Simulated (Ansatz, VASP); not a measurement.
# Two plane-wave programs on CdS

```
Cd S
1.0
     4.16884    0.00000    0.00000
    -2.08442    3.61032    0.00000
     0.00000    0.00000    6.77962
Cd S
2 2
Cartesian
  2.0844 1.2034 3.3913
  0.0000 2.4069 0.0015
  2.0844 1.2034 5.9442
  0.0000 2.4069 2.5544
```

Alike in both runs: task relaxation of cell and atoms; functional LDA; k mesh 9 × 9 × 4; occupations gaussian, width 0.02 eV; no spin polarisation.

```csv
,VASP,Ansatz
version,VASP 6.6.1,Ansatz 0.2.0
potentials or method,"VASP PAW LDA potentials, release 64 (Cd, S), cutoff 600 eV","scalar-relativistic, plane waves, PAW"
valence electrons in the cell,36,52
```

```tsv
	VASP	Ansatz	Ansatz less VASP
gap on the k mesh at the Fermi level, each at its own relaxed structure (eV)	1.04	1.03	-0.012
relaxed volume (Å³/atom)	24.03	23.85	-0.180
relaxed length of the cell vector where the two differ most in proportion (Å)	6.656	6.639	-0.0175
```

Ansatz warns that its potentials were made for another functional, while VASP's fit it. LDA's correlation is that of Perdew and Zunger in VASP and of Perdew and Wang (1992) in Ansatz. VASP's potentials hold 36 valence electrons a cell and Ansatz's 52, so a difference there can come from the potentials and not from the codes.
